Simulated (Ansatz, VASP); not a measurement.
## Two plane-wave programs on Zr

```
CELL_PARAMETERS angstrom
3.17330 0.00000 0.00000
-1.58665 2.74816 0.00000
0.00000 0.00000 5.10737
ATOMIC_POSITIONS crystal
Zr 0.33333 0.66667 0.25000
Zr 0.66667 0.33333 0.75000
```

Alike in both runs: functional PBEsol; dispersion D4; k mesh 15 × 15 × 8; occupations gaussian, width 0.1 eV; no spin polarisation.

Ansatz relaxed the structure, and its values are those at the end. VASP's run is a single point on that final structure, the one shown.

```csv
,VASP,Ansatz
version,VASP 6.6.1,Ansatz 0.2.0
potentials or method,"VASP PAW PBE potentials, release 64 (Zr_sv), cutoff 500 eV","scalar-relativistic, plane waves, PAW"
valence electrons in the cell,24,24
```

|  | VASP | Ansatz | Ansatz less VASP |
| --- | --- | --- | --- |
| gap on the k mesh at the Fermi level (eV) | none | none | - |
| pressure (GPa) | 0.0 | 0.0 | -0.04 |

VASP's potentials were made for PBE, not for PBEsol, and Ansatz warns of the same on its side. A gap of «none» marks a metal or a gap that the smearing closes.
